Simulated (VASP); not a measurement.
Write the native input for VASP 6.6.1 that does the following.

| Quantity | Value |
| --- | --- |
| Task | single point |
| Functional | PBE |
| Potentials or basis | VASP PAW PBE potentials, release 64 (Ge_d) |
| Cutoff | 520 eV |
| k mesh | 6 × 6 × 2 |
| Occupations | gaussian, width 0.2 eV |
| Spin | no spin polarisation |
| Dipole correction | no |
| Further INCAR settings | ALGO = Normal; EDIFF = 1e-07; NBANDS = 66 |

The structure of Ge lies in POSCAR:

```
Ge
1.0
   -3.6871130244      0.0004970351     -0.0000954211
    1.8440514816     -3.6743556218      0.0002860261
    0.0003109788     -0.0008217969     12.7740479608
Ge
8
Direct
    0.1522397674      0.3047082560      0.2023562559
    0.1518559773      0.3036219282      0.7023087263
    0.3482740948      0.6960261897      0.4523013330
    0.3476250287      0.6956935089      0.9523461800
    0.8489275680      0.6977276638      0.2977024766
    0.8482145799      0.6966245161      0.7976416094
    0.6510993427      0.3026439220      0.0476889524
    0.6517636412      0.3029540153      0.5476544665
```

One way to write it, as run:

INCAR

```
SYSTEM = Ge
  PREC = Accurate
  ENCUT = 520
  EDIFF = 1E-7
  ISMEAR = 0
  SIGMA = 0.2
  LREAL = .FALSE.
  LASPH = .TRUE.
  NELM = 60
  ALGO = Normal
  ISIF = 2
  LWAVE = .FALSE.
  LCHARG = .TRUE.
  GGA = PE
  LELF = .TRUE.
  LVHAR = .TRUE.
  NBANDS = 66
```

KPOINTS

```
Automatic mesh
0
G
  6 6 2
  0 0 0
```

Potentials or basis: VASP PAW PBE potentials, release 64 (Ge_d).

Run with:

```bash
$ cat potpaw_PBE.64/Ge_d/POTCAR > POTCAR
$ mpirun -np 1 vasp_std > vasp.out
```

Results of the run:

```yaml
Pressure: 0.0 GPa
Largest_force: 0.006 eV/Å
Band_gap_on_the_k_mesh: zero (band 56 reaches 6.36 eV, above the bottom of band 57 at 4.42 eV)
```

Wall time 7.7 min on 1 thread of Oxide Virtual Turin-like Processor (shared host), peak memory 0.42 GiB.
